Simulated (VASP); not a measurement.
# BeGaN (P4/nmm) in VASP: a series of runs

Runs on BeGaN. Level: PBE. Tasks: single point, relaxation of cell and atoms.

Everything below comes from runs of VASP 6.6.1. Logs are shortened: lines on timing, memory, paths and dates and some standing lists are left out, and cuts for length are marked.

## Step 1: The cell of the first run

The structure is tetragonal, space group P4/nmm (No. 129). The conventional cell has a = 3.494 Å, b = 3.494 Å, c = 6.565 Å, α = 90.00°, β = 90.00°, γ = 90.00°. Within 3.1 Å of Be (site symmetry 4mm) lie 1 Ga at 2.37 Å and 4 Be at 2.48 Å. Within 2.7 Å of Ga (site symmetry 4mm) lie 4 N at 2.01 Å and 1 Be at 2.37 Å. Within 2.7 Å of N (site symmetry -4m2) lie 4 Ga at 2.01 Å and 4 N at 2.47 Å.

## Step 2: Single point, PBE

Contents of INCAR:

```
SYSTEM = BeGaN
PREC = Accurate
ENCUT = 520
EDIFF = 1E-6
ISMEAR = 0
SIGMA = 0.1
LREAL = .False.
LASPH = .True.
NELM = 80
ALGO = Normal
ISIF = 2
LWAVE = .False.
LCHARG = .False.
GGA = PE
NBANDS = 29
```

Contents of KPOINTS:

```
Automatic mesh
0
Gamma
  6 6 4
  0 0 0
```

Contents of POSCAR:

```
BeGaN
1.0
    3.4937220052      0.0000000000      0.0000000000
    0.0000000000      3.4937220052      0.0000000000
    0.0000000000      0.0000000000      6.5654248458
Be Ga N
2 2 2
Direct
    0.5000000000      0.0000000000      0.0132083616
    0.0000000000      0.5000000000      0.9867916384
    0.0000000000      0.5000000000      0.3475947615
    0.5000000000      0.0000000000      0.6524052385
    0.0000000000      0.0000000000      0.5000000000
    0.5000000000      0.5000000000      0.5000000000
```

Potentials or basis: VASP PAW PBE potentials, release 64 (Be, Ga_d, N).

Run with:

```console
> cat potpaw_PBE.64/Be/POTCAR potpaw_PBE.64/Ga_d/POTCAR potpaw_PBE.64/N/POTCAR > POTCAR
> mpirun -np 1 vasp_std > vasp.out
```

OUTCAR:

```text
SYSTEM = BeGaN
   PREC = Accurate
   ENCUT = 520
   EDIFF = 1E-6
   ISMEAR = 0
   LREAL = .False.
   LASPH = .True.
   NELM = 80
   ISIF = 2
   GGA = PE

 ion  position               nearest neighbor table
   1  0.500  0.000  0.013-   4 2.37
   2  0.000  0.500  0.987-   3 2.37
   3  0.000  0.500  0.348-   5 2.01   6 2.01   5 2.01   6 2.01   2 2.37
   4  0.500  0.000  0.652-   5 2.01   6 2.01   6 2.01   5 2.01   1 2.37
   5  0.000  0.000  0.500-   3 2.01   4 2.01   3 2.01   4 2.01
   6  0.500  0.500  0.500-   3 2.01   4 2.01   4 2.01   3 2.01

  LATTYP: Found a simple tetragonal cell.
 ALAT       =     3.4937220052
 C/A-ratio  =     1.8792064269

  Lattice vectors:

 A1 = (   3.4937220052,   0.0000000000,   0.0000000000)
 A2 = (   0.0000000000,   3.4937220052,   0.0000000000)
 A3 = (   0.0000000000,   0.0000000000,   6.5654248458)

Analysis of symmetry for initial positions (statically):
=====================================================================
 Subroutine PRICEL returns:
 Original cell was already a primitive cell.

 Routine SETGRP: Setting up the symmetry group for a
 simple tetragonal supercell.

 Subroutine GETGRP returns: Found 16 space group operations
 (whereof  8 operations were pure point group operations)
 out of a pool of 16 trial point group operations.

The static configuration has the point symmetry D_2d.
 The point group associated with its full space group is D_4h.

Analysis of symmetry for dynamics (positions and initial velocities):
=====================================================================
 Subroutine PRICEL returns:
 Original cell was already a primitive cell.

 Routine SETGRP: Setting up the symmetry group for a
 simple tetragonal supercell.

 Subroutine GETGRP returns: Found 16 space group operations
 (whereof  8 operations were pure point group operations)
 out of a pool of 16 trial point group operations.

The dynamic configuration has the point symmetry D_2d.
 The point group associated with its full space group is D_4h.

 Subroutine INISYM returns: Found 16 space group operations
 (whereof  8 operations are pure point group operations),
 and found     1 'primitive' translations

----------------------------------------------------------------------------------------

                                     Primitive cell

  volume of cell :      80.1382

  direct lattice vectors                    reciprocal lattice vectors
     3.493722005  0.000000000  0.000000000     0.286227696  0.000000000  0.000000000
     0.000000000  3.493722005  0.000000000     0.000000000  0.286227696  0.000000000
     0.000000000  0.000000000  6.565424846     0.000000000  0.000000000  0.152313068

  length of vectors
     3.493722005  3.493722005  6.565424846     0.286227696  0.286227696  0.152313068

  position of ions in fractional coordinates (direct lattice)
     0.500000000  0.000000000  0.013208362
     0.000000000  0.500000000  0.986791638
     0.000000000  0.500000000  0.347594761
     0.500000000  0.000000000  0.652405239
     0.000000000  0.000000000  0.500000000
     0.500000000  0.500000000  0.500000000

  ion indices of the primitive-cell ions
   primitive index   ion index
                 1           1
                 2           2
                 3           3
                 4           4
                 5           5
                 6           6

----------------------------------------------------------------------------------------

 KPOINTS: Automatic mesh

Automatic generation of k-mesh.
 Grid dimensions read from file:
 generate k-points for:    6    6    4

 Generating k-lattice:

  Cartesian coordinates                     Fractional coordinates (reciprocal lattice)
     0.047704616  0.000000000  0.000000000     0.166666667  0.000000000  0.000000000
     0.000000000  0.047704616  0.000000000     0.000000000  0.166666667  0.000000000
     0.000000000  0.000000000  0.038078267     0.000000000  0.000000000  0.250000000

  Length of vectors
     0.047704616  0.047704616  0.038078267

[... 47 lines left out ...]
  ext. energy  EPLUGINS =         0.00000000
  ---------------------------------------------------
  free energy    TOTEN  =       -24.77090354 eV

  energy without entropy =      -24.76259201  energy(sigma->0) =      -24.76674777

 E-fermi :   4.2691     XC(G=0): -10.2335

 val. band max:        4.2587228673   @ k =   0.0000   0.0000   0.2500
 cond. band min:       4.2798684028   @ k =   0.0000   0.0000   0.0000
 fundamental gap:      0.0211455356
 Fermi energy:         4.2690541842

 k-point     1 :       0.0000    0.0000    0.0000
  band No.  band energies     occupation
      1     -12.7283      2.00000
      2     -10.9407      2.00000
      3     -10.1306      2.00000
      4     -10.1306      2.00000
      5     -10.0568      2.00000
      6     -10.0524      2.00000
[... 21 lines left out ...]
     28      10.7859      0.00000
     29      11.2235      0.00000

 k-point     2 :       0.1667    0.0000    0.0000
  band No.  band energies     occupation
      1     -12.5353      2.00000
      2     -10.9895      2.00000
      3     -10.1225      2.00000
      4     -10.1067      2.00000
      5     -10.0349      2.00000
      6     -10.0330      2.00000
[... 21 lines left out ...]
     28      12.3548      0.00000
     29      12.7652      0.00000

 k-point     3 :       0.3333    0.0000    0.0000
  band No.  band energies     occupation
      1     -12.0424      2.00000
      2     -11.1603      2.00000
      3     -10.0987      2.00000
      4     -10.0578      2.00000
      5     -10.0081      2.00000
      6      -9.9986      2.00000
[... 21 lines left out ...]
     28      12.2282      0.00000
     29      12.7927      0.00000

 k-point     4 :       0.5000    0.0000    0.0000
  band No.  band energies     occupation
      1     -11.5089      2.00000
      2     -11.5089      2.00000
      3     -10.0599      2.00000
      4     -10.0599      2.00000
      5     -10.0146      2.00000
      6     -10.0146      2.00000
[... 597 lines left out ...]
     28      12.5800      0.00000
     29      12.7477      0.00000

 k-point    23 :       0.3333    0.0000    0.5000
  band No.  band energies     occupation
      1     -12.0413      2.00000
      2     -11.1607      2.00000
      3     -10.0985      2.00000
      4     -10.0590      2.00000
      5     -10.0090      2.00000
      6      -9.9988      2.00000
[... 21 lines left out ...]
     28      12.3518      0.00000
     29      13.1676      0.00000

 k-point    24 :       0.5000    0.0000    0.5000
  band No.  band energies     occupation
      1     -11.5092      2.00000
      2     -11.5092      2.00000
      3     -10.0603      2.00000
      4     -10.0603      2.00000
      5     -10.0156      2.00000
      6     -10.0156      2.00000
[... 21 lines left out ...]
     28      12.9655      0.00000
     29      13.7876      0.00000

 [... further k-points ...]
[... 5 lines left out ...]
  --------------------------------------------------------------------------------------
  -------------------------------------------------------------------------------------
  Total        0.0663382      0.0663382     -0.0294877      0.0000000     -0.0000000      0.0000000
  in kB        1.3262788      1.3262788     -0.5895386      0.0000000     -0.0000000      0.0000000
  external PRESSURE =       0.6876730 kB  Pullay stress =       0.0000000 kB

 VOLUME and BASIS-vectors are now :
 -----------------------------------------------------------------------------
  energy-cutoff  :      520.00
  volume of cell :       80.14
      direct lattice vectors                 reciprocal lattice vectors
     3.493722005  0.000000000  0.000000000     0.286227696  0.000000000  0.000000000
     0.000000000  3.493722005  0.000000000     0.000000000  0.286227696  0.000000000
     0.000000000  0.000000000  6.565424846     0.000000000  0.000000000  0.152313068

 POSITION                                       TOTAL-FORCE (eV/Angst)
 -----------------------------------------------------------------------------------
      1.74686      0.00000      0.08672         0.000000     -0.000000      0.022428
      0.00000      1.74686      6.47871         0.000000      0.000000     -0.022428
      0.00000      1.74686      2.28211        -0.000000      0.000000     -0.006300
      1.74686      0.00000      4.28332         0.000000      0.000000      0.006300
      0.00000      0.00000      3.28271         0.000000      0.000000      0.000000
      1.74686      1.74686      3.28271         0.000000     -0.000000      0.000000
 -----------------------------------------------------------------------------------
    total drift:                                0.000000     -0.000000      0.000000

  FREE ENERGIE OF THE ION-ELECTRON SYSTEM (eV)
  ---------------------------------------------------
  free  energy   TOTEN  =       -24.7709035408 eV

  energy  without entropy=      -24.7625920089  energy(sigma->0) =      -24.76674777
```

Wall time 75 s (1 thread of Intel Xeon Platinum 8175M at 2.50GHz (Skylake/Cascade Lake), shared host); peak memory 0.22 GiB.

What came out:

```yaml
Free_energy: -24.7709 eV
Pressure: 0.1 GPa
Largest_force: 0.022 eV/Å
Band_gap_on_the_k_mesh: zero (band 20 reaches 4.66 eV, above the bottom of band 21 at 3.50 eV)
```

Forces in eV/Å, atoms in the order of the input:
```
Be   0.000  0.000  0.022
Be   0.000  0.000 -0.022
Ga   0.000  0.000 -0.006
Ga   0.000  0.000  0.006
N    0.000  0.000  0.000
N    0.000  0.000  0.000
```

## Step 3: Relaxation of cell and atoms, PBE

This run uses another cell than the first one, of 10.54 Å³/atom, 0.789 times its volume.

Contents of INCAR:

```
SYSTEM = BeGaN
PREC     = Accurate       ! precision mode
ENCUT    = 600            ! plane-wave cutoff, eV
EDIFF    = 1E-6           ! SCF threshold, eV
ISMEAR   = 0              ! smearing method
SIGMA    = 0.1            ! smearing width, eV
LREAL    = .FALSE.        ! projectors in reciprocal space
LASPH    = .TRUE.         ! aspherical terms in the spheres
NELM     = 100            ! most SCF steps
ALGO     = Normal         ! electronic algorithm
ISIF     = 3              ! what is computed and relaxed
LWAVE    = .FALSE.        ! write WAVECAR
LCHARG   = .FALSE.        ! write CHGCAR
GGA      = PE             ! functional
IBRION   = 2              ! ionic algorithm
NSW      = 90             ! ionic steps
EDIFFG   = -0.04          ! ionic threshold
```

Contents of KPOINTS:

```
regular mesh
0
G
  6 6 4
  0 0 0
```

Contents of POSCAR:

```
BeGaN
1.0
    2.9830174000      0.0000000000      0.0000000000
    0.0000000000      2.9830174000      0.0000000000
    0.0000000000      0.0000000000      7.1040423100
Be Ga N
2 2 2
Direct
    0.5000000000      0.0000000000      0.1791800000
    0.0000000000      0.5000000000      0.8208200000
    0.0000000000      0.5000000000      0.3838599900
    0.5000000000      0.0000000000      0.6161400100
    0.0000000000      0.0000000000      0.5000000000
    0.5000000000      0.5000000000      0.5000000000
```

Potentials or basis: VASP PAW PBE potentials, release 64 (Be, Ga_d, N).

Run with:

```console
> cat potpaw_PBE.64/Be/POTCAR potpaw_PBE.64/Ga_d/POTCAR potpaw_PBE.64/N/POTCAR > POTCAR
> mpirun -np 1 vasp_std > vasp.out
```

It took 26 min on 1 thread of Intel Xeon Platinum 8175M at 2.50GHz (Skylake/Cascade Lake), shared host; peak memory 0.23 GiB.

It converged, with:

| Item | Value |
| --- | --- |
| Free energy | -28.9218 eV |
| Relaxed volume | 12.29 Å³/atom |
| Relaxed cell | a = 3.510 Å, b = 3.510 Å, c = 5.985 Å, α = 90.00°, β = 90.00°, γ = 90.00° |
| Space group after relaxing (to 0.05 Å) | P4/nmm (No. 129) |
| Energy gained by relaxing | 2641.9 meV/atom |
| Ionic steps | 50 |
| Pressure after relaxing | 0.2 GPa |
| Largest force after relaxing | 0.033 eV/Å |
| Band gap on the k mesh | zero (band 20 reaches 5.42 eV, above the bottom of band 21 at 4.58 eV) |

Forces on the atoms (eV/Å):
```
Be   0.000  0.000 -0.008
Be   0.000  0.000  0.008
Ga   0.000  0.000  0.033
Ga   0.000  0.000 -0.033
N    0.000  0.000  0.000
N    0.000  0.000  0.000
```

Stress tensor (GPa, compression positive):
```
0.10 0.00 0.00
0.00 0.10 0.00
0.00 0.00 0.32
```

Step by step:
```csv
step,energy change (eV),largest force (eV/Å),pressure (GPa),volume (Å³)
1,0.0000,12.9300,104.30,63.21
3,-8.7139,0.5502,-7.23,92.81
5,-8.8543,0.4790,-1.29,87.55
7,-9.2419,0.8841,-0.23,82.61
9,-9.0776,7.2009,46.46,56.24
11,-11.5074,1.3681,15.43,64.02
13,-11.5223,1.2231,17.77,63.00
15,-11.8058,0.8298,11.23,64.84
17,-12.0370,0.9781,-1.54,70.00
19,-12.2023,0.9634,-1.81,69.75
21,-12.0910,3.5926,0.85,68.14
23,-12.4541,1.6072,-1.71,68.94
25,-12.6009,2.0712,-1.05,67.87
27,-12.7073,3.0066,0.88,66.06
29,-13.1208,2.8379,1.04,64.42
31,-14.0102,1.3685,0.50,62.09
33,-14.5070,1.4483,-1.57,61.56
35,-14.6645,1.3753,-0.46,61.09
37,-14.9236,0.5557,6.70,59.54
39,-14.9486,0.7517,10.66,58.91
41,-15.6232,0.4845,1.94,67.68
43,-15.8432,0.0306,-1.56,74.57
45,-15.8494,0.0938,0.18,74.15
47,-15.8510,0.0590,-0.04,74.01
49,-15.8510,0.0133,0.54,73.44
50,-15.8514,0.0334,0.17,73.73
```

Final structure:
```xyz
6
Lattice="3.5099 0.0000 0.0000 0.0000 3.5099 0.0000 0.0000 0.0000 5.9847" Properties=species:S:1:pos:R:3 pbc="T T T"
Be    1.7549    0.0000    2.8708
Be    0.0000    1.7549    3.1139
Ga    0.0000    1.7549    0.6271
Ga    1.7549    0.0000    5.3576
N     0.0000    0.0000    2.9923
N     1.7549    1.7549    2.9923
```

Levels at points of the mesh, in eV from the Fermi level:
| k point | band 16 | band 17 | band 18 | band 19 | band 20 | band 21 | band 22 | band 23 | band 24 |
| --- | --- | --- | --- | --- | --- | --- | --- | --- | --- |
| (0.00, 0.00, 0.00) | -6.07 | -0.56 | -0.56 | -0.06 | 0.66 | 2.47 | 2.47 | 2.81 | 3.87 |
| (0.50, 0.00, 0.00) | -3.87 | -3.73 | -3.73 | -2.55 | -2.55 | 2.34 | 2.34 | 5.44 | 5.44 |
| (0.50, 0.50, 0.00) | -3.26 | -2.13 | -2.13 | -2.09 | -2.09 | 0.64 | 0.64 | 1.26 | 1.26 |
| (0.00, 0.00, 0.50) | -4.08 | -2.81 | -0.56 | -0.56 | -0.09 | 2.17 | 2.17 | 3.38 | 3.85 |
| (0.50, 0.00, 0.50) | -3.86 | -2.97 | -2.97 | -1.77 | -1.77 | 0.83 | 0.83 | 5.26 | 5.26 |
| (0.50, 0.50, 0.50) | -3.79 | -3.36 | -3.36 | -0.13 | -0.13 | 1.26 | 1.26 | 2.82 | 2.82 |

Caveat: the volume moved by over 15 % at a fixed basis, so the end points are rough.

## Step 4: Single point, PBE, collinear spin, ferromagnetic start

Contents of INCAR:

```
SYSTEM = BeGaN
PREC = Accurate
ENCUT = 520
EDIFF = 1E-7
ISMEAR = 0
SIGMA = 0.1
LREAL = .FALSE.
LASPH = .TRUE.
NELM = 150
ALGO = Normal
ISIF = 2
LWAVE = .FALSE.
LCHARG = .FALSE.
ISPIN = 2
MAGMOM = 0 0 0 0 1 1
LORBIT = 11
GGA = PE
NBANDS = 33
```

Contents of KPOINTS:

```
Automatic mesh
0
G
  6 6 4
  0 0 0
```

Contents of POSCAR:

```
BeGaN
1.0
    3.4937220052      0.0000000000      0.0000000000
    0.0000000000      3.4937220052      0.0000000000
    0.0000000000      0.0000000000      6.5654248458
Be Ga N
2 2 2
Direct
    0.5000000000      0.0000000000      0.0132083616
    0.0000000000      0.5000000000      0.9867916384
    0.0000000000      0.5000000000      0.3475947615
    0.5000000000      0.0000000000      0.6524052385
    0.0000000000      0.0000000000      0.5000000000
    0.5000000000      0.5000000000      0.5000000000
```

Run with:

```console
> cat potpaw_PBE.64/Be/POTCAR potpaw_PBE.64/Ga_d/POTCAR potpaw_PBE.64/N/POTCAR > POTCAR
> mpirun -np 1 vasp_std > vasp.out
```

Wall time 3.5 min (1 thread of Intel Xeon Platinum 8175M at 2.50GHz (Skylake/Cascade Lake), shared host); peak memory 0.29 GiB.

It converged, with:

* Free energy: -24.7709 eV
* Pressure: 0.1 GPa
* Largest force: 0.022 eV/Å
* Band gap on the k mesh: zero (filled and empty bands overlap)
* Net moment: 0.00 μB per cell
* Valence electrons inside the program's atomic spheres: Be 0.80; Ga 11.74; N 3.65

Forces on the atoms (eV/Å):
```
Be   0.000  0.000  0.022
Be   0.000  0.000 -0.022
Ga   0.000  0.000 -0.006
Ga   0.000  0.000  0.006
N    0.000  0.000  0.000
N    0.000  0.000  0.000
```

Stress tensor (GPa, compression positive):
```
0.20 0.00 0.00
0.00 0.20 0.00
0.00 0.00 0.01
```

Levels at points of the mesh, in eV from the Fermi level:
Spin up:
| k point | band 17 | band 18 | band 19 | band 20 | band 21 | band 22 | band 23 | band 24 |
| --- | --- | --- | --- | --- | --- | --- | --- | --- |
| (0.00, 0.00, 0.00) | -0.79 | -0.72 | 0.01 | 0.01 | 1.69 | 1.69 | 1.70 | 3.50 |
| (0.50, 0.00, 0.00) | -2.97 | -2.97 | -2.81 | -2.81 | 0.81 | 0.81 | 4.51 | 4.51 |
| (0.50, 0.50, 0.00) | -2.14 | -2.14 | -2.07 | -2.07 | 0.91 | 0.91 | 1.26 | 1.26 |
| (0.00, 0.00, 0.50) | -3.99 | -0.73 | -0.03 | -0.03 | 1.55 | 1.55 | 3.24 | 4.84 |
| (0.50, 0.00, 0.50) | -2.81 | -2.81 | -2.29 | -2.29 | -0.42 | -0.42 | 4.40 | 4.40 |
| (0.50, 0.50, 0.50) | -2.28 | -2.28 | -1.41 | -1.41 | 1.26 | 1.26 | 1.68 | 1.68 |
Spin down:
```csv
k point,band 18,band 19,band 20,band 21,band 22,band 23
"(0.00, 0.00, 0.00)",-0.72,0.01,0.01,1.69,1.69,1.70
"(0.50, 0.00, 0.00)",-2.97,-2.81,-2.81,0.81,0.81,4.51
"(0.50, 0.50, 0.00)",-2.14,-2.07,-2.07,0.91,0.91,1.26
"(0.00, 0.00, 0.50)",-0.73,-0.03,-0.03,1.55,1.55,3.24
"(0.50, 0.00, 0.50)",-2.81,-2.29,-2.29,-0.42,-0.42,4.40
"(0.50, 0.50, 0.50)",-2.28,-1.41,-1.41,1.26,1.26,1.68
```

## Step 5: The runs side by side

| task | spin | cell | cutoff (eV) | gap on the mesh (eV) | pressure (GPa) | largest force (eV/Å) |
| --- | --- | --- | --- | --- | --- | --- |
| single point | off | a = 3.494, b = 3.494, c = 6.565 Å, 6 atoms | 520 | none | 0.1 | 0.02 |
| relaxation of cell and atoms | off | relaxed from a = 2.983, b = 2.983, c = 7.104 Å, 6 atoms | 600 | none | 0.2 | 0.03 |
| single point | collinear, ferromagnetic start | a = 3.494, b = 3.494, c = 6.565 Å, 6 atoms | 520 | none | 0.1 | 0.02 |

Alike in all rows: level PBE; potentials or basis VASP PAW PBE potentials, release 64 (Be, Ga_d, N); k mesh 6 × 6 × 4; smearing gaussian 0.1 eV.

Caveats: the volume moved by over 15 % at a fixed basis, so the end points are rough (some runs).

Absolute energies hang on the potentials; compare differences alone.
